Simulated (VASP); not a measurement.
# GaN (P6_3mc) in VASP: further runs, part 2 of 2

VASP 6.6.1.

## (3) Single point, PBE

This run uses another cell than the first one, of the same volume but with other edges.

Input file INCAR:

```
PREC = Accurate
ENCUT = 520
EDIFF = 1E-6
ISMEAR = 0
SIGMA = 0.05
LREAL = F
LASPH = T
NELM = 60
ALGO = Normal
ISIF = 2
LWAVE = F
LCHARG = F
GGA = PE
NBANDS = 26
```

Input file KPOINTS:

```
regular mesh
0
Gamma
  12 12 6
```

Input file POSCAR:

```
GaN
1.0
    2.9924942523      0.0000000000      0.0000000000
   -1.4962471262      2.5915760432      0.0000000000
    0.0000000000      0.0000000000      5.8336705502
Ga N
2 2
Direct
    0.3333333333      0.6666666667      0.0000000000
    0.6666666667      0.3333333333      0.5000000000
    0.3333333333      0.6666666667      0.3750000000
    0.6666666667      0.3333333333      0.8750000000
```

Potentials or basis: VASP PAW PBE potentials, release 64 (Ga_d, N).

Started as:

```console
cat potpaw_PBE.64/Ga_d/POTCAR potpaw_PBE.64/N/POTCAR > POTCAR
mpirun -np 1 vasp_std > vasp.out
```

OUTCAR:

```text
PREC = Accurate
   ENCUT = 520
   EDIFF = 1E-6
   ISMEAR = 0
   LREAL = F
   LASPH = T
   NELM = 60
   ISIF = 2
   GGA = PE

 ion  position               nearest neighbor table
   1  0.333  0.667  0.000-   4 1.88   4 1.88   4 1.88   3 2.19
   2  0.667  0.333  0.500-   3 1.88   3 1.88   3 1.88   4 2.19
   3  0.333  0.667  0.375-   2 1.88   2 1.88   2 1.88   1 2.19
   4  0.667  0.333  0.875-   1 1.88   1 1.88   1 1.88   2 2.19

  LATTYP: Found a hexagonal cell.
 ALAT       =     2.9924942523
 C/A-ratio  =     1.9494341704

  Lattice vectors:

 A1 = (   2.9924942523,   0.0000000000,   0.0000000000)
 A2 = (  -1.4962471262,   2.5915760432,   0.0000000000)
 A3 = (   0.0000000000,   0.0000000000,   5.8336705502)

Analysis of symmetry for initial positions (statically):
=====================================================================
 Subroutine PRICEL returns:
 Original cell was already a primitive cell.

 Routine SETGRP: Setting up the symmetry group for a
 hexagonal supercell.

 Subroutine GETGRP returns: Found 12 space group operations
 (whereof  6 operations were pure point group operations)
 out of a pool of 24 trial point group operations.

The static configuration has the point symmetry C_3v.
 The point group associated with its full space group is C_6v.

Analysis of symmetry for dynamics (positions and initial velocities):
=====================================================================
 Subroutine PRICEL returns:
 Original cell was already a primitive cell.

 Routine SETGRP: Setting up the symmetry group for a
 hexagonal supercell.

 Subroutine GETGRP returns: Found 12 space group operations
 (whereof  6 operations were pure point group operations)
 out of a pool of 24 trial point group operations.

The dynamic configuration has the point symmetry C_3v.
 The point group associated with its full space group is C_6v.

 Subroutine INISYM returns: Found 12 space group operations
 (whereof  6 operations are pure point group operations),
[... 113 lines left out ...]
   EMIN   =  10.00;   EMAX   =-10.00  energy-range for DOS
   EFERMI =   0.00;   METHOD = LEGACY
   ISMEAR =     0;   SIGMA  =   0.05  broadening in eV -4-tet -1-fermi 0-gaus
   EFERMI_NEDOS =   21; number of points for ismear=-14 and -15
   IALGO  =     38    algorithm
   IMIX   =      4    mixing-type and parameters
     AMIX     =   0.40;   BMIX     =  1.00
     AMIX_MAG =   1.60;   BMIX_MAG =  1.00
  volume/ion in A,a.u.               =      11.31        76.33
  Fermi-wavevector in a.u.,A,eV,Ry     =   1.517036  2.866783 31.312431  2.301399
  Thomas-Fermi vector in A             =   2.626346
   LORBIT       =      0    0 simple, 1 ext, 2 COOP (PROOUT), +10 PAW based schemes
   GGA     = PE    functional components
   LHFCALC =     F    Hartree Fock is set to
   AEXX    =    0.0000 exact exchange contribution
   IVDW    =     0    specifies the selected vdW correction
   LEPSILON=     F    determine dielectric tensor
   LRPA    =     F    only Hartree local field effects (RPA)
 non-spin polarized calculation
 Gauss-broadening in eV      SIGMA  =   0.05
  energy-cutoff  :      520.00
  volume of cell :       45.24
 maximum number of plane-waves:      1257
 NGX is ok and might be reduce to    24

 number of electron      36.0000008 magnetization

 Free energy of the ion-electron system (eV)
  ---------------------------------------------------
  ext. energy  EPLUGINS =         0.00000000
  ---------------------------------------------------
  free energy    TOTEN  =       -23.22410403 eV

  energy without entropy =      -23.22410403  energy(sigma->0) =      -23.22410403

 E-fermi :   6.0281     XC(G=0): -11.7202

 val. band max:        5.7590898082   @ k =   0.0000   0.0000   0.0000
 cond. band min:       6.3738972957   @ k =   0.0000   0.0000   0.0000
 fundamental gap:      0.6148074876
 Fermi energy:         6.0280629026

 k-point     1 :       0.0000    0.0000    0.0000
  band No.  band energies     occupation
      1     -10.8048      2.00000
      2     -10.0780      2.00000
      3      -8.1237      2.00000
      4      -8.1237      2.00000
      5      -8.0918      2.00000
      6      -8.0918      2.00000
[... 685 lines left out ...]
     25      17.1387      0.00000
     26      18.7713      0.00000

 [... further k-points ...]
[... 5 lines left out ...]
  --------------------------------------------------------------------------------------
  -------------------------------------------------------------------------------------
  Total        9.9725548      9.9725548     -7.1355412     -0.0000000     -0.0000000     -0.0000000
  in kB      353.1651418    353.1651418   -252.6959709     -0.0000000     -0.0000000     -0.0000000
  external PRESSURE =     151.2114376 kB  Pullay stress =       0.0000000 kB

 VOLUME and BASIS-vectors are now :
 -----------------------------------------------------------------------------
  energy-cutoff  :      520.00
  volume of cell :       45.24
      direct lattice vectors                 reciprocal lattice vectors
     2.992494252  0.000000000  0.000000000     0.334169397  0.192932791  0.000000000
    -1.496247126  2.591576043  0.000000000     0.000000000  0.385865583  0.000000000
     0.000000000  0.000000000  5.833670550     0.000000000  0.000000000  0.171418662

 POSITION                                       TOTAL-FORCE (eV/Angst)
 -----------------------------------------------------------------------------------
     -0.00000      1.72772      0.00000        -0.000000      0.000000      0.778348
      1.49625      0.86386      2.91684         0.000000     -0.000000      0.778348
     -0.00000      1.72772      2.18763         0.000000     -0.000000     -0.778348
      1.49625      0.86386      5.10446        -0.000000     -0.000000     -0.778348
 -----------------------------------------------------------------------------------
    total drift:                               -0.000000     -0.000000      0.000743

  FREE ENERGIE OF THE ION-ELECTRON SYSTEM (eV)
  ---------------------------------------------------
  free  energy   TOTEN  =       -23.2241040348 eV

  energy  without entropy=      -23.2241040348  energy(sigma->0) =      -23.22410403
```

OSZICAR:

```text
N       E                     dE             d eps       ncg     rms          rms(c)
DAV:   1     0.275776542653E+03    0.27578E+03   -0.17806E+04  4402   0.261E+03
DAV:   2     0.790018778158E+01   -0.26788E+03   -0.25226E+03  4288   0.484E+02
DAV:   3    -0.264344643233E+02   -0.34335E+02   -0.33792E+02  4750   0.141E+02
DAV:   4    -0.275622521730E+02   -0.11278E+01   -0.11232E+01  4704   0.275E+01
DAV:   5    -0.275864837365E+02   -0.24232E-01   -0.24212E-01  4882   0.385E+00    0.113E+01
DAV:   6    -0.231468441265E+02    0.44396E+01   -0.11147E+01  6544   0.524E+01    0.321E+00
DAV:   7    -0.232497752200E+02   -0.10293E+00   -0.16175E+00  4236   0.970E+00    0.280E+00
DAV:   8    -0.232353867590E+02    0.14388E-01   -0.17045E-01  6526   0.522E+00    0.650E-01
DAV:   9    -0.232234930678E+02    0.11894E-01   -0.51815E-02  6382   0.383E+00    0.300E-01
DAV:  10    -0.232241276557E+02   -0.63459E-03   -0.41848E-03  4166   0.549E-01    0.608E-02
DAV:  11    -0.232240945627E+02    0.33093E-04   -0.68297E-04  5806   0.459E-01    0.178E-02
DAV:  12    -0.232241009968E+02   -0.64341E-05   -0.78161E-05  4236   0.793E-02    0.653E-03
DAV:  13    -0.232241041269E+02   -0.31301E-05   -0.10014E-05  4622   0.229E-02    0.180E-03
DAV:  14    -0.232241040348E+02    0.92133E-07   -0.51059E-07  2458   0.762E-03
   1 F= -.23224104E+02 E0= -.23224104E+02  d E =-.176687E-16
```

stdout:

```text
POSCAR found type information on POSCAR GaN
 POSCAR found :  2 types and       4 ions
 scaLAPACK will be used
 LDA part: xc-table for (Slater+PW92), standard interpolation
 POSCAR, INCAR and KPOINTS ok, starting setup
 FFT: planning ... GRIDC
 FFT: planning ... GRID_SOFT
 FFT: planning ... GRID
 WAVECAR not read
 entering main loop
```

It took 34 s on 1 thread of Intel Xeon 6975P-C (Granite Rapids), shared host; peak memory 0.21 GiB.

What came out:

| Property | Result |
| --- | --- |
| Free energy | -23.2241 eV |
| Pressure | 15.1 GPa |
| Largest force | 0.778 eV/Å |
| Band gap on the k mesh | 0.61 eV, direct |

Forces on the atoms (eV/Å):
```
Ga   0.000  0.000  0.778
Ga   0.000  0.000  0.778
N    0.000  0.000 -0.778
N    0.000  0.000 -0.778
```

Stress tensor (GPa, compression positive):
```
 35.32   0.00   0.00
  0.00  35.32   0.00
  0.00   0.00 -25.27
```

Levels at points of the mesh, in eV from the valence-band top:
```csv
k point,band 16,band 17,band 18,band 19,band 20,band 21
"(0.00, 0.00, 0.00)",-0.53,0.00,0.00,0.61,5.53,7.75
"(0.50, 0.00, 0.00)",-2.46,-2.36,-1.38,4.37,4.99,5.69
"(0.00, 0.00, 0.50)",-0.27,-0.27,-0.27,4.09,4.09,7.85
"(0.50, 0.00, 0.50)",-2.69,-1.90,-1.90,3.41,3.41,7.35
```

## (4) Single point, PBE

This run uses another cell than the first one, of the same volume but with other edges.

Input file INCAR:

```
  PREC = Accurate
  ENCUT = 520
  EDIFF = 1E-6
  ISMEAR = 0
  SIGMA = 0.05
  LREAL = False
  LASPH = True
  NELM = 80
  ALGO = Normal
  ISIF = 2
  LWAVE = False
  LCHARG = False
  GGA = PE
  NBANDS = 26
```

Input file KPOINTS:

```
Automatic mesh
0
Gamma
  12 12 6
```

Input file POSCAR:

```
GaN
1.0
    3.2696238891      0.0000000000      0.0000000000
   -1.6348119446      2.8315773488      0.0000000000
    0.0000000000      0.0000000000      4.8866693426
Ga N
2 2
Direct
    0.3333333333      0.6666666667      0.0000000000
    0.6666666667      0.3333333333      0.5000000000
    0.3333333333      0.6666666667      0.3750000000
    0.6666666667      0.3333333333      0.8750000000
```

Potentials or basis: VASP PAW PBE potentials, release 64 (Ga_d, N).

Started as:

```console
cat potpaw_PBE.64/Ga_d/POTCAR potpaw_PBE.64/N/POTCAR > POTCAR
mpirun -np 1 vasp_std > vasp.out
```

OUTCAR:

```text
PREC = Accurate
   ENCUT = 520
   EDIFF = 1E-6
   ISMEAR = 0
   LREAL = False
   LASPH = True
   NELM = 80
   ISIF = 2
   GGA = PE

 ion  position               nearest neighbor table
   1  0.333  0.667  0.000-   3 1.83   4 1.98   4 1.98   4 1.98
   2  0.667  0.333  0.500-   4 1.83   3 1.98   3 1.98   3 1.98
   3  0.333  0.667  0.375-   1 1.83   2 1.98   2 1.98   2 1.98
   4  0.667  0.333  0.875-   2 1.83   1 1.98   1 1.98   1 1.98

  LATTYP: Found a hexagonal cell.
 ALAT       =     3.2696238891
[... 888 lines left out ...]
     25      16.9781      0.00000
     26      18.2466      0.00000

 [... further k-points ...]
[... 5 lines left out ...]
  --------------------------------------------------------------------------------------
  -------------------------------------------------------------------------------------
  Total       -0.8374097     -0.8374097      9.9793214      0.0000000      0.0000000      0.0000000
  in kB      -29.6557830    -29.6557830    353.4047730      0.0000000      0.0000000      0.0000000
  external PRESSURE =      98.0310690 kB  Pullay stress =       0.0000000 kB

 VOLUME and BASIS-vectors are now :
 -----------------------------------------------------------------------------
  energy-cutoff  :      520.00
  volume of cell :       45.24
      direct lattice vectors                 reciprocal lattice vectors
     3.269623889  0.000000000  0.000000000     0.305845575  0.176580025  0.000000000
    -1.634811945  2.831577349  0.000000000     0.000000000  0.353160051  0.000000000
     0.000000000  0.000000000  4.886669343     0.000000000  0.000000000  0.204638360

 POSITION                                       TOTAL-FORCE (eV/Angst)
 -----------------------------------------------------------------------------------
     -0.00000      1.88772      0.00000         0.000000     -0.000000     -1.482836
      1.63481      0.94386      2.44333         0.000000     -0.000000     -1.482836
     -0.00000      1.88772      1.83250        -0.000000     -0.000000      1.482836
      1.63481      0.94386      4.27584        -0.000000      0.000000      1.482836
 -----------------------------------------------------------------------------------
    total drift:                               -0.000001     -0.000001     -0.000807

  FREE ENERGIE OF THE ION-ELECTRON SYSTEM (eV)
  ---------------------------------------------------
  free  energy   TOTEN  =       -23.9740929574 eV

  energy  without entropy=      -23.9740929574  energy(sigma->0) =      -23.97409296
```

stdout:

```text
POSCAR found type information on POSCAR GaN
 POSCAR found :  2 types and       4 ions
 scaLAPACK will be used
 LDA part: xc-table for (Slater+PW92), standard interpolation
 POSCAR, INCAR and KPOINTS ok, starting setup
 FFT: planning ... GRIDC
 FFT: planning ... GRID_SOFT
 FFT: planning ... GRID
 WAVECAR not read
 entering main loop
```

Run time: 27 s. Hardware: 1 thread of Intel Xeon 6975P-C (Granite Rapids), shared host; peak memory 0.2 GiB.

Results:

```
Free energy            : -23.9741 eV
Pressure               : 9.8 GPa
Largest force          : 1.483 eV/Å
Band gap on the k mesh : 1.94 eV, direct
```

Forces on the atoms (eV/Å):
```
Ga   0.000  0.000 -1.483
Ga   0.000  0.000 -1.483
N    0.000  0.000  1.483
N    0.000  0.000  1.483
```

Levels at points of the mesh, in eV from the valence-band top:
```
           k point  band 15  band 16  band 17  band 18  band 19  band 20  band 21  band 22
(0.00, 0.00, 0.00)    -1.51    -0.12    -0.12     0.00     1.94     3.48     9.19     9.19
(0.50, 0.00, 0.00)    -4.40    -3.17    -2.38    -0.90     4.47     5.58     6.55     8.64
(0.00, 0.00, 0.50)    -0.83    -0.83    -0.83    -0.83     3.96     3.96     9.02     9.02
(0.50, 0.00, 0.50)    -2.14    -2.14    -1.67    -1.67     4.48     4.48     8.04     8.04
```

Caveat: forces of over 1 eV/Å act on the atoms, so gaps and moduli don't describe the material at rest.

## (5) Summary

| cell | gap on the mesh (eV) | pressure (GPa) | largest force (eV/Å) |
| --- | --- | --- | --- |
| a = 3.357, b = 3.357, c = 4.636 Å, angles 90.0, 90.0, 120.0°, 4 atoms | 1.88 | 16.4 | 3.63 |
| a = 2.992, b = 2.992, c = 5.834 Å, angles 90.0, 90.0, 120.0°, 4 atoms | 0.61 | 15.1 | 0.78 |
| a = 3.270, b = 3.270, c = 4.887 Å, angles 90.0, 90.0, 120.0°, 4 atoms | 1.94 | 9.8 | 1.48 |

Alike in all rows: task single point; level PBE; potentials or basis VASP PAW PBE potentials, release 64 (Ga_d, N); no spin polarisation; k mesh 12 × 12 × 6; cutoff (eV) 520; smearing gaussian 0.05 eV.

Caveats: forces of over 1 eV/Å act on the atoms, so gaps and moduli don't describe the material at rest (some runs).

Absolute energies hang on the potentials; compare differences alone.
